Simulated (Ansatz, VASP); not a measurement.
## Cd4SbO: VASP beside Ansatz

```
Cd Sb O
1.0
     0.00000    4.03735    4.03735
     4.03735    0.00000    4.03735
     4.03735    4.03735    0.00000
Cd Sb O
4 1 1
Direct
  0.87424 0.37729 0.87424
  0.87424 0.87424 0.87424
  0.37729 0.87424 0.87424
  0.87424 0.87424 0.37729
  0.25000 0.25000 0.25000
  0.50000 0.50000 0.50000
```

Alike in both runs: task relaxation of cell and atoms; functional PBE; k mesh 8 × 8 × 8; occupations gaussian, width 0.1 eV; no spin polarisation.

```csv
,VASP,Ansatz
version,VASP 6.6.1,Ansatz 0.2.0
potentials or method,"VASP PAW PBE potentials, release 64 (Cd, Sb, O), cutoff 600 eV","scalar-relativistic, plane waves, PAW"
valence electrons in the cell,59,101
```

|  | VASP | Ansatz | Ansatz less VASP |
| --- | --- | --- | --- |
| gap on the k mesh at the Fermi level, each at its own relaxed structure (eV) | none | none | - |
| relaxed volume (Å³/atom) | 21.94 | 21.86 | -0.074 |
| relaxed length of the cell vector where the two differ most in proportion (Å) | 5.710 | 5.703 | -0.0064 |

A gap of «none» marks a metal or a gap that the smearing closes. VASP's potentials hold 59 valence electrons a cell and Ansatz's 101, so a difference there can come from the potentials and not from the codes.

Spin-orbit coupling is off throughout.
